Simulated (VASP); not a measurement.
# In (Im-3m) in VASP: notebook

In is run at these levels: LDA, r2SCAN, HSE06; tasks: single point.

Program: VASP 6.6.1. These are calculated values, not measurements. Logs are shortened: lines on timing, memory, paths and dates and some standing lists are left out, and cuts for length are marked.

## Step 1: The cell of the first run

It takes space group Im-3m (No. 229, cubic). Conventional cell: a = 3.815 Å, b = 3.815 Å, c = 3.815 Å, α = 90.00°, β = 90.00°, γ = 90.00°. Within 4.3 Å of In (site symmetry m-3m) lie 14 In at 3.30 to 3.81 Å.

## Step 2: Single point, LDA (volume scaled by 1.04)

INCAR reads:

```
SYSTEM = In
ALGO = Normal
EDIFF = 1E-7
ENCUT = 520
GGA = CA
ISIF = 2
ISMEAR = -1
LASPH = .TRUE.
LCHARG = .FALSE.
LREAL = .FALSE.
LWAVE = .FALSE.
NBANDS = 12
NELM = 100
PREC = Accurate
SIGMA = 0.05
```

KPOINTS reads:

```
k-points
0
G
  10 10 10
  0 0 0
```

POSCAR reads:

```
In
1.0
   -1.9072981498      1.9072981498      1.9072981498
    1.9072981498     -1.9072981498      1.9072981498
    1.9072981498      1.9072981498     -1.9072981498
In
1
Direct
    0.0000000000      0.0000000000      0.0000000000
```

Potentials or basis: VASP PAW LDA potentials, release 64 (In_d).

Launch:

```
$ cat potpaw_LDA.64/In_d/POTCAR > POTCAR
$ mpirun -np 1 vasp_std > vasp.out
```

OUTCAR:

```text
SYSTEM = In
   EDIFF = 1E-7
   ENCUT = 520
   GGA = CA
   ISIF = 2
   ISMEAR = -1
   LASPH = .TRUE.
   LREAL = .FALSE.
   NELM = 100
   PREC = Accurate

 ion  position               nearest neighbor table
   1  0.000  0.000  0.000-

  LATTYP: Found a body centered cubic cell.
 ALAT       =     3.8145962996

  Lattice vectors:

 A1 = (  -1.9072981498,   1.9072981498,   1.9072981498)
 A2 = (   1.9072981498,  -1.9072981498,   1.9072981498)
 A3 = (   1.9072981498,   1.9072981498,  -1.9072981498)

Analysis of symmetry for initial positions (statically):
=====================================================================
 Subroutine PRICEL returns:
 Original cell was already a primitive cell.

 Routine SETGRP: Setting up the symmetry group for a
 body centered cubic supercell.

 Subroutine GETGRP returns: Found 48 space group operations
 (whereof 48 operations were pure point group operations)
 out of a pool of 48 trial point group operations.

The static configuration has the point symmetry O_h .

Analysis of symmetry for dynamics (positions and initial velocities):
=====================================================================
 Subroutine PRICEL returns:
 Original cell was already a primitive cell.

 Routine SETGRP: Setting up the symmetry group for a
 body centered cubic supercell.

 Subroutine GETGRP returns: Found 48 space group operations
 (whereof 48 operations were pure point group operations)
 out of a pool of 48 trial point group operations.

The dynamic configuration has the point symmetry O_h .

 Subroutine INISYM returns: Found 48 space group operations
 (whereof 48 operations are pure point group operations),
 and found     1 'primitive' translations

----------------------------------------------------------------------------------------

                                     Primitive cell

  volume of cell :      27.7534

  direct lattice vectors                    reciprocal lattice vectors
    -1.907298150  1.907298150  1.907298150     0.000000000  0.262150939  0.262150939
     1.907298150 -1.907298150  1.907298150     0.262150939  0.000000000  0.262150939
     1.907298150  1.907298150 -1.907298150     0.262150939  0.262150939  0.000000000

  length of vectors
     3.303537301  3.303537301  3.303537301     0.370737413  0.370737413  0.370737413

  position of ions in fractional coordinates (direct lattice)
     0.000000000  0.000000000  0.000000000

  ion indices of the primitive-cell ions
   primitive index   ion index
                 1           1

----------------------------------------------------------------------------------------

 KPOINTS: k-points

Automatic generation of k-mesh.
 Grid dimensions read from file:
 generate k-points for:   10   10   10

 Generating k-lattice:

  Cartesian coordinates                     Fractional coordinates (reciprocal lattice)
     0.000000000  0.026215094  0.026215094     0.100000000  0.000000000  0.000000000
     0.026215094  0.000000000  0.026215094     0.000000000  0.100000000  0.000000000
     0.026215094  0.026215094  0.000000000     0.000000000  0.000000000  0.100000000

  Length of vectors
     0.037073741  0.037073741  0.037073741

  Shift w.r.t. Gamma in fractional coordinates (k-lattice)
     0.000000000  0.000000000  0.000000000

 Subroutine IBZKPT returns following result:
 ===========================================

 Found     47 irreducible k-points:

 Following reciprocal coordinates:
            Coordinates               Weight
  0.000000  0.000000  0.000000      1.000000
  0.100000  0.000000  0.000000     12.000000
  0.200000  0.000000  0.000000     12.000000
  0.300000  0.000000  0.000000     12.000000
  0.400000  0.000000  0.000000     12.000000
  0.500000  0.000000  0.000000      6.000000
[... 16 lines left out ...]
  0.300000  0.300000  0.100000      8.000000
 -0.300000  0.300000  0.100000     24.000000
 [... further k-points ...]
   k-points           NKPTS =     47   k-points in BZ     NKDIM =     47   number of bands    NBANDS=     12
   number of dos      NEDOS =    301   number of ions     NIONS =      1
   total plane-waves  NPLWV =  21952
   dimension x,y,z NGX =    28 NGY =   28 NGZ =   28
   dimension x,y,z NGXF=    56 NGYF=   56 NGZF=   56
   ions per type =               1
   NGX,Y,Z   is equivalent  to a cutoff of  14.09, 14.09, 14.09 a.u.
   NGXF,Y,Z  is equivalent  to a cutoff of  28.18, 28.18, 28.18 a.u.
 SYSTEM =  In
   PREC   = accura    normal or accurate (medium, high low for compatibility)
   ISTART =      0    job   : 0-new  1-cont  2-samecut
   ICHARG =      2    charge: 1-file 2-atom 10-const
   ISPIN  =      1    spin polarized calculation?
   LNONCOLLINEAR =      F non collinear calculations
   LSORBIT =      F    spin-orbit coupling
   LASPH  =      T    aspherical Exc in radial PAW
   ENCUT  =  520.0 eV  38.22 Ry    6.18 a.u.   6.14  6.14  6.14*2*pi/ulx,y,z
   NELM   =    100;   NELMIN=  2; NELMDL= -5     # of ELM steps
   EDIFF  = 0.1E-06   stopping-criterion for ELM
   LREAL  =      F    real-space projection
   EDIFFG = 0.1E-05   stopping-criterion for IOM
   NSW    =      0    number of steps for IOM
   IBRION =     -1    ionic relax: 0-MD 1-quasi-New 2-CG
   NFREE  =      0    steps in history (QN), initial steepest desc. (CG)
   ISIF   =      2    stress and relaxation
   ISYM   =      2    0-nonsym 1-usesym 2-fastsym
   POTIM  = 0.5000    time-step for ionic-motion
   TEBEG  =    0.0;   TEEND  =   0.0 temperature during run
   PSTRESS=    0.0 pullay stress
   NELECT =      13.0000    total number of electrons
   NUPDOWN=      -1.0000    fix difference up-down
   EMIN   =  10.00;   EMAX   =-10.00  energy-range for DOS
   EFERMI =   0.00;   METHOD = LEGACY
   ISMEAR =    -1;   SIGMA  =   0.05  broadening in eV -4-tet -1-fermi 0-gaus
   EFERMI_NEDOS =   21; number of points for ismear=-14 and -15
   IALGO  =     38    algorithm
   IMIX   =      4    mixing-type and parameters
     AMIX     =   0.40;   BMIX     =  1.00
     AMIX_MAG =   1.60;   BMIX_MAG =  1.00
  volume/ion in A,a.u.               =      27.75       187.29
  Fermi-wavevector in a.u.,A,eV,Ry     =   1.271405  2.402608 21.993430  1.616472
  Thomas-Fermi vector in A             =   2.404340
   LORBIT       =      0    0 simple, 1 ext, 2 COOP (PROOUT), +10 PAW based schemes
   GGA     = CA    functional components
   LHFCALC =     F    Hartree Fock is set to
   AEXX    =    0.0000 exact exchange contribution
   IVDW    =     0    specifies the selected vdW correction
   LEPSILON=     F    determine dielectric tensor
   LRPA    =     F    only Hartree local field effects (RPA)
 non-spin polarized calculation
  energy-cutoff  :      520.00
  volume of cell :       27.75
 maximum number of plane-waves:       767
 NGX is ok and might be reduce to    28
   NGX = 13   NGY = 13   NGZ = 13

 number of electron      13.0000004 magnetization

 Free energy of the ion-electron system (eV)
  ---------------------------------------------------
  ext. energy  EPLUGINS =         0.00000000
  ---------------------------------------------------
  free energy    TOTEN  =        -3.16981953 eV

  energy without entropy =       -3.16515899  energy(sigma->0) =       -3.16748926

 E-fermi :   6.4796     XC(G=0): -10.2504

 val. band max:        6.4685560987   @ k =  -0.3000   0.5000   0.1000
 cond. band min:       6.5004165454   @ k =  -0.4000   0.4000   0.2000
 fundamental gap:      0.0318604467
 Fermi energy:         6.4795541004

 k-point     1 :       0.0000    0.0000    0.0000
  band No.  band energies     occupation
      1      -7.9667      2.00000
      2      -7.9667      2.00000
      3      -7.9667      2.00000
      4      -7.7230      2.00000
      5      -7.7230      2.00000
      6      -2.5973      2.00000
      7      16.8873      0.00000
      8      16.8873      0.00000
      9      16.8873      0.00000
     10      19.4813      0.00000
     11      19.4813      0.00000
     12      19.4813      0.00000

 k-point     2 :       0.1000    0.0000    0.0000
  band No.  band energies     occupation
      1      -7.9758      2.00000
      2      -7.9579      2.00000
      3      -7.9306      2.00000
      4      -7.7327      2.00000
      5      -7.7234      2.00000
      6      -2.3763      2.00000
      7      14.9922      0.00000
      8      16.0027      0.00000
      9      16.4577      0.00000
     10      18.3269      0.00000
     11      18.6905      0.00000
     12      19.2904      0.00000

 k-point     3 :       0.2000    0.0000    0.0000
  band No.  band energies     occupation
      1      -7.9998      2.00000
      2      -7.9445      2.00000
      3      -7.8347      2.00000
      4      -7.7516      2.00000
      5      -7.7244      2.00000
      6      -1.7063      2.00000
      7      11.6995      0.00000
      8      14.5191      0.00000
      9      15.4565      0.00000
     10      17.4351      0.00000
     11      17.7209      0.00000
     12      19.7156      0.00000
[... 286 lines left out ...]
 k-point    23 :       0.3000    0.3000    0.1000
  band No.  band energies     occupation
      1      -7.9977      2.00000
      2      -7.8198      2.00000
      3      -7.8198      2.00000
      4      -7.7202      2.00000
      5      -7.7202      2.00000
      6       3.7571      2.00000
      7       5.9172      1.99997
      8       5.9172      1.99997
      9       9.9543      0.00000
     10      22.6249      0.00000
     11      22.6249      0.00000
     12      22.7993      0.00000

 k-point    24 :      -0.3000    0.3000    0.1000
  band No.  band energies     occupation
      1      -7.9906      2.00000
      2      -7.9309      2.00000
      3      -7.7854      2.00000
      4      -7.7362      2.00000
      5      -7.7182      2.00000
      6      -0.3570      2.00000
      7       8.6976      0.00000
      8      12.3978      0.00000
      9      13.5730      0.00000
     10      17.1766      0.00000
     11      18.1647      0.00000
     12      18.9948      0.00000

 [... further k-points ...]
[... 5 lines left out ...]
  --------------------------------------------------------------------------------------
  -------------------------------------------------------------------------------------
  Total       -0.6959988     -0.6959988     -0.6959988     -0.0000000      0.0000000     -0.0000000
  in kB      -40.1793874    -40.1793874    -40.1793874     -0.0000000      0.0000000     -0.0000000
  external PRESSURE =     -40.1793874 kB  Pullay stress =       0.0000000 kB

 VOLUME and BASIS-vectors are now :
 -----------------------------------------------------------------------------
  energy-cutoff  :      520.00
  volume of cell :       27.75
      direct lattice vectors                 reciprocal lattice vectors
    -1.907298150  1.907298150  1.907298150     0.000000000  0.262150939  0.262150939
     1.907298150 -1.907298150  1.907298150     0.262150939  0.000000000  0.262150939
     1.907298150  1.907298150 -1.907298150     0.262150939  0.262150939  0.000000000

 POSITION                                       TOTAL-FORCE (eV/Angst)
 -----------------------------------------------------------------------------------
      0.00000      0.00000      0.00000         0.000000      0.000000      0.000000
 -----------------------------------------------------------------------------------
    total drift:                               -0.000000     -0.000000     -0.000000

  FREE ENERGIE OF THE ION-ELECTRON SYSTEM (eV)
  ---------------------------------------------------
  free  energy   TOTEN  =        -3.1698195254 eV

  energy  without entropy=       -3.1651589894  energy(sigma->0) =       -3.16748926
```

It took 19 s on 1 thread of Intel Xeon 8259CL, shared host; peak memory 0.15 GiB.

What came out:

- Free energy: -3.1698 eV
- Pressure: -4.0 GPa

Levels at points of the mesh, in eV from the Fermi level:
```tsv
k point	band 4	band 5	band 6	band 7	band 8	band 9
(0.00, 0.00, 0.00)	-14.20	-14.20	-9.08	10.41	10.41	10.41
(0.50, 0.00, 0.00)	-14.21	-14.05	-3.89	-2.84	5.65	7.18
(0.50, 0.50, 0.50)	-14.09	-14.09	0.56	1.32	1.32	1.32
```

Caveat: the cell differs from its parent crystal (volume scaled by 1.04); spin-orbit coupling is left out, which moves the levels of the heavy elements.

## Step 3: Single point, LDA (volume scaled by 1.06)

INCAR reads:

```
SYSTEM = In
ALGO = Fast ; EDIFF = 1E-7
ENCUT = 520 ; GGA = CA
ISIF = 2 ; ISMEAR = -1
LASPH = .TRUE. ; LCHARG = .FALSE.
LREAL = .FALSE. ; LWAVE = .FALSE.
NBANDS = 12 ; NELM = 80
PREC = Accurate ; SIGMA = 0.05
```

KPOINTS is that of step 2.

POSCAR reads:

```
In
1.0
   -1.9194468732      1.9194468732      1.9194468732
    1.9194468732     -1.9194468732      1.9194468732
    1.9194468732      1.9194468732     -1.9194468732
In
1
Direct
    0.0000000000      0.0000000000      0.0000000000
```

Potentials or basis: VASP PAW LDA potentials, release 64 (In_d).

Launch:

```
$ cat potpaw_LDA.64/In_d/POTCAR > POTCAR
$ mpirun -np 1 vasp_std > vasp.out
```

Run time: 28 s. Hardware: 1 thread of Intel Xeon 8259CL, shared host; peak memory 0.14 GiB.

Results (log left out):

```yaml
Free_energy: -3.1559 eV
Pressure: -4.5 GPa
```

Levels at points of the mesh, in eV from the Fermi level:
| k point | band 3 | band 4 | band 5 | band 6 | band 7 | band 8 | band 9 | band 10 |
| --- | --- | --- | --- | --- | --- | --- | --- | --- |
| (0.00, 0.00, 0.00) | -14.42 | -14.19 | -14.19 | -8.95 | 10.22 | 10.22 | 10.22 | 12.95 |
| (0.50, 0.00, 0.00) | -14.21 | -14.20 | -14.05 | -3.89 | -2.76 | 5.57 | 7.11 | 9.75 |
| (0.50, 0.50, 0.50) | -14.09 | -14.09 | -14.09 | 0.44 | 1.33 | 1.33 | 1.33 | 5.37 |

Caveat: the cell differs from its parent crystal (volume scaled by 1.06); spin-orbit coupling is left out, which moves the levels of the heavy elements.

## Step 4: Single point, LDA

This run uses another cell than the first one, of 26.69 Å³/atom, 0.962 times its volume.

INCAR reads:

```
SYSTEM = In
PREC     = Accurate       ! precision mode
ENCUT    = 520            ! plane-wave cutoff, eV
EDIFF    = 1E-7           ! SCF threshold, eV
ISMEAR   = -1             ! smearing method
SIGMA    = 0.05           ! smearing width, eV
LREAL    = .FALSE.        ! projectors in reciprocal space
LASPH    = .TRUE.         ! aspherical terms in the spheres
NELM     = 80             ! most SCF steps
ALGO     = Normal         ! electronic algorithm
ISIF     = 2              ! what is computed and relaxed
LWAVE    = .FALSE.        ! write WAVECAR
LCHARG   = .FALSE.        ! write CHGCAR
NBANDS   = 12             ! bands
```

KPOINTS reads:

```
regular mesh
0
G
  6 6 6
  0 0 0
```

POSCAR reads:

```
In
1.0
   -1.8825252400      1.8825252400      1.8825252400
    1.8825252400     -1.8825252400      1.8825252400
    1.8825252400      1.8825252400     -1.8825252400
In
1
Direct
    0.0000000000      0.0000000000      0.0000000000
```

Launch:

```
$ cat potpaw_LDA.64/In_d/POTCAR > POTCAR
$ mpirun -np 1 vasp_std > vasp.out
```

Run time: 1.7 s. Hardware: 1 thread of Intel Xeon 6975P-C (Granite Rapids), shared host; peak memory 0.12 GiB.

The run converged. Its results:

* Free energy: -3.2103 eV
* Pressure: -3.7 GPa

Levels at points of the mesh, in eV from the Fermi level:
| k point | band 4 | band 5 | band 6 | band 7 | band 8 | band 9 |
| --- | --- | --- | --- | --- | --- | --- |
| (0.00, 0.00, 0.00) | -14.12 | -14.12 | -9.22 | 10.93 | 10.93 | 10.93 |
| (0.50, 0.00, 0.00) | -14.12 | -13.96 | -3.79 | -2.88 | 5.94 | 7.44 |
| (0.50, 0.50, 0.50) | -14.00 | -14.00 | 0.94 | 1.43 | 1.43 | 1.43 |

Caveat: the k points lie up to 0.39 Å⁻¹ apart; spin-orbit coupling is left out, which moves the levels of the heavy elements.

## Step 5: Single point, r2SCAN

This run uses another cell than the first one, of 26.69 Å³/atom, 0.962 times its volume.

POSCAR is that of step 4.

INCAR.step1 reads:

```
PREC = Accurate
ENCUT = 520
ISMEAR = -1
SIGMA = 0.05
LREAL = False
LASPH = True
NELM = 100
NBANDS = 12
GGA = PE
ALGO = Normal
EDIFF = 1E-4
LWAVE = True
LCHARG = False
```

INCAR.step2 reads:

```
PREC = Accurate
ENCUT = 520
EDIFF = 1E-6
ISMEAR = -1
SIGMA = 0.05
LREAL = False
LASPH = True
NELM = 100
ALGO = Normal
ISIF = 2
LWAVE = False
LCHARG = False
METAGGA = R2SCAN
LMIXTAU = True
NBANDS = 12
ISTART = 1
```

KPOINTS reads:

```
regular mesh
0
Gamma
  6 6 6
```

Potentials or basis: VASP PAW PBE potentials, release 64 (In_d).

Launch:

```
$ cat potpaw_PBE.64/In_d/POTCAR > POTCAR
$ cp INCAR.step1 INCAR
$ mpirun -np 1 vasp_std > vasp.out
$ cp INCAR.step2 INCAR
$ mpirun -np 1 vasp_std > vasp.out
```

Run time: 8 s. Hardware: 1 thread of Intel Xeon 6975P-C (Granite Rapids), shared host; peak memory 0.14 GiB.

It converged, with:

```yaml
Free_energy: -22.5846 eV
Pressure: -0.9 GPa
```

Levels at points of the mesh, in eV from the Fermi level:
| k point | band 2 | band 3 | band 4 | band 5 | band 6 | band 7 | band 8 | band 9 | band 10 | band 11 |
| --- | --- | --- | --- | --- | --- | --- | --- | --- | --- | --- |
| (0.00, 0.00, 0.00) | -15.12 | -15.12 | -14.84 | -14.84 | -9.74 | 11.69 | 11.69 | 11.69 | 13.87 | 13.87 |
| (0.50, 0.00, 0.00) | -15.16 | -14.86 | -14.85 | -14.67 | -3.89 | -3.17 | 6.27 | 7.90 | 10.56 | 10.78 |
| (0.50, 0.50, 0.50) | -15.23 | -14.71 | -14.71 | -14.71 | 1.34 | 1.42 | 1.42 | 1.42 | 5.68 | 5.68 |

Caveat: the k points lie up to 0.39 Å⁻¹ apart; the PAW data sets were made with another functional, which shifts forces and pressure a little; spin-orbit coupling is left out, which moves the levels of the heavy elements.

## Step 6: Single point, HSE06

This run uses another cell than the first one, of 26.69 Å³/atom, 0.962 times its volume.

POSCAR is that of step 5.

INCAR.step1 reads:

```
SYSTEM = In
ALGO = Normal ; EDIFF = 1E-5
ENCUT = 520 ; GGA = PE
ISIF = 2 ; ISMEAR = -1
LASPH = .TRUE. ; LREAL = .FALSE.
LWAVE = .TRUE. ; NBANDS = 12
NELM = 100 ; PREC = Accurate
SIGMA = 0.05
```

INCAR.step2 reads:

```
SYSTEM = In
ALGO = Normal ; EDIFF = 1E-7
ENCUT = 520 ; GGA = PE
HFSCREEN = 0.2079 ; ISIF = 2
ISMEAR = -1 ; ISTART = 1
LASPH = .TRUE. ; LCHARG = .TRUE.
LELF = .TRUE. ; LHFCALC = .TRUE.
LREAL = .FALSE. ; LVHAR = .TRUE.
LWAVE = .FALSE. ; NBANDS = 12
NELM = 100 ; PREC = Accurate
PRECFOCK = Normal ; SIGMA = 0.05
```

KPOINTS reads:

```
k-points
0
G
  6 6 6
  0 0 0
```

Potentials or basis: VASP PAW PBE potentials, release 64 (In_d).

Launch:

```
$ cat potpaw_PBE.64/In_d/POTCAR > POTCAR
$ cp INCAR.step1 INCAR
$ mpirun -np 1 vasp_std > vasp.out
$ cp INCAR.step2 INCAR
$ mpirun -np 1 vasp_std > vasp.out
```

It took 8.4 min on 1 thread of Intel Xeon 6975P-C (Granite Rapids), shared host; peak memory 0.24 GiB.

It converged, with:

```yaml
Free_energy: -2.9215 eV
Pressure: -0.5 GPa
```

Levels at points of the mesh, in eV from the Fermi level:
```
           k point  band 4  band 5  band 6  band 7  band 8  band 9
(0.00, 0.00, 0.00)  -16.35  -16.35  -10.54   12.04   12.04   12.04
(0.50, 0.00, 0.00)  -16.36  -16.18   -4.25   -3.44    6.61    8.06
(0.50, 0.50, 0.50)  -16.22  -16.22    1.40    1.56    1.56    1.56
```

Caveat: the k points lie up to 0.39 Å⁻¹ apart; the PAW data sets were made with another functional, which shifts forces and pressure a little; spin-orbit coupling is left out, which moves the levels of the heavy elements.

## Step 7: The runs side by side

| level | potentials or basis | cell | k mesh | grid for exact exchange (PRECFOCK) | screening parameter | gap on the mesh (eV) | pressure (GPa) |
| --- | --- | --- | --- | --- | --- | --- | --- |
| LDA | VASP PAW LDA potentials, release 64 (In_d) | a = 3.304 Å, angles 109.5°, 1 atom | 10 × 10 × 10 | - | - | none | -4.0 |
| LDA | VASP PAW LDA potentials, release 64 (In_d) | a = 3.325 Å, angles 109.5°, 1 atom | 10 × 10 × 10 | - | - | none | -4.5 |
| LDA | VASP PAW LDA potentials, release 64 (In_d) | a = 3.261 Å, angles 109.5°, 1 atom | 6 × 6 × 6 | - | - | none | -3.7 |
| r2SCAN | VASP PAW PBE potentials, release 64 (In_d) | a = 3.261 Å, angles 109.5°, 1 atom | 6 × 6 × 6 | - | - | none | -0.9 |
| HSE06 | VASP PAW PBE potentials, release 64 (In_d) | a = 3.261 Å, angles 109.5°, 1 atom | 6 × 6 × 6 | Normal | 0.2079 1/Å | none | -0.5 |

Alike in all rows: task single point; no spin polarisation; cutoff (eV) 520; smearing fermi-dirac 0.05 eV.

Caveats: some runs use coarse meshes; spin-orbit coupling is left out, which moves the levels of the heavy elements; the PAW data sets were made with another functional, which shifts forces and pressure a little (some runs).

Absolute energies hang on the potentials; compare differences alone.
